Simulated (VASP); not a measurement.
# MgO: single point with PBE

The system is MgO.

```
CELL_PARAMETERS angstrom
3.52132 0.00000 0.00000
-1.76066 3.04955 0.00000
0.00000 0.00000 4.32420
ATOMIC_POSITIONS crystal
Mg 0.66667 0.33333 0.75000
Mg 0.33333 0.66667 0.25000
O 0.66667 0.33333 0.25000
O 0.33333 0.66667 0.75000
```

```
Program                : VASP 6.6.1
Task                   : single point
Functional             : PBE
Potentials or basis    : VASP PAW PBE potentials, release 64 (Mg, O)
Cutoff                 : 520 eV
k mesh                 : 9 × 9 × 6
Occupations            : gaussian, width 0.05 eV
Spin                   : no spin polarisation
Dipole correction      : no
Further INCAR settings : ALGO = Normal; EDIFF = 1e-06; NBANDS = 16
```

The pressure is -2.9 GPa and the band gap on the k mesh is 3.13 eV, direct.

Stress tensor (GPa, compression positive):
```
-1.96  0.00  0.00
 0.00 -1.96  0.00
 0.00  0.00 -4.81
```

Levels at points of the mesh, in eV from the valence-band top:
```csv
k point,band 4,band 5,band 6,band 7,band 8,band 9,band 10,band 11,band 12,band 13
"(0.00, 0.00, 0.00)",-1.63,-1.63,-0.80,-0.80,0.00,3.13,8.94,11.58,12.30,12.30
"(0.00, 0.00, 0.50)",-2.34,-1.23,-1.23,-1.23,-1.23,6.12,6.12,12.66,12.66,12.66
```

Wall time 42 s on 1 thread of Intel Xeon 8259CL, on a shared host, peak memory 0.18 GiB.

A hybrid or GW would open this gap; PBE tends to underestimate it.
